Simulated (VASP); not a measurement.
A run of VASP 6.6.1 is set up as follows.

Contents of INCAR:

```
SYSTEM = Ta2N
ALGO = Normal
EDIFF = 1E-7
ENCUT = 520
GGA = CA
ISIF = 2
ISMEAR = 0
LASPH = .True.
LCHARG = .True.
LELF = .True.
LREAL = .False.
LVHAR = .True.
LWAVE = .False.
NBANDS = 50
NELM = 80
PREC = Accurate
SIGMA = 0.1
```

Contents of KPOINTS:

```
k-points
0
Gamma
  6 6 4
  0 0 0
```

The input POSCAR:

```
Ta2N
1.0
    5.2965720500      0.0000000000      0.0000000000
   -2.6482860300      4.5869659500      0.0000000000
    0.0000000000      0.0000000000      4.9391825700
Ta N
6 3
Direct
    0.6663616800      0.6663616800      0.7536182600
    0.0000000000      0.3336383200      0.7536182600
    0.3336383200      0.0000000000      0.7536182600
    0.3336383200      0.3336383200      0.2463817400
    0.0000000000      0.6663616800      0.2463817400
    0.6663616800      0.0000000000      0.2463817400
    0.6666666700      0.3333333300      0.5000000000
    0.3333333300      0.6666666700      0.5000000000
    0.0000000000      0.0000000000      0.0000000000
```

Potentials or basis: VASP PAW LDA potentials, release 64 (Ta_pv, N).

Run with:

```console
$ cat potpaw_LDA.64/Ta_pv/POTCAR potpaw_LDA.64/N/POTCAR > POTCAR
$ mpirun -np 1 vasp_std > vasp.out
```

Estimate the pressure.

-9.7 GPa.

Estimate the band gap on the k mesh.

zero (an odd number of electrons rules out a gap without spin polarisation).

What does it give for the largest force?

0.144 eV/Å.

Stress tensor (GPa, compression positive):
```
-9.57  0.00  0.00
 0.00 -9.57  0.00
 0.00  0.00 -9.95
```

Caveat: the cell stands under tension; spin-orbit coupling is left out, which moves the levels of the heavy elements.
